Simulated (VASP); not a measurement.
A run of VASP 6.6.1:

Contents of INCAR:

```
SYSTEM = Ru
PREC = Accurate
ENCUT = 520
EDIFF = 1E-6
ISMEAR = 0
SIGMA = 0.1
LREAL = .FALSE.
LASPH = .TRUE.
NELM = 100
ALGO = Fast
ISIF = 2
LWAVE = .FALSE.
LCHARG = .FALSE.
GGA = PE
NBANDS = 13
```

The input KPOINTS:

```
regular mesh
0
G
  10 10 6
  0 0 0
```

POSCAR

```
Ru
1.0
    2.5039188793      0.0000000000      0.0000000000
    0.0000000000      2.5039188793      0.0000000000
    0.0000000000      0.0000000000      2.5322454456
Ru
1
Direct
    0.5000000000      0.5000000000      0.0000000000
```

Potentials or basis: VASP PAW PBE potentials, release 64 (Ru_pv).

The run is started by

```bash
$ cat potpaw_PBE.64/Ru_pv/POTCAR > POTCAR
$ mpirun -np 1 vasp_std > vasp.out
```

Hardware: 1 thread of Intel(R) Xeon(R) 6975P-C (Granite Rapids), with other jobs on the host.

Task: Estimate the wall time of this run.

Result: It took 10 s on 1 thread of Intel(R) Xeon(R) 6975P-C (Granite Rapids) (shared host), peak memory 0.13 GiB. Counts: scf iterations 12, k points 84.
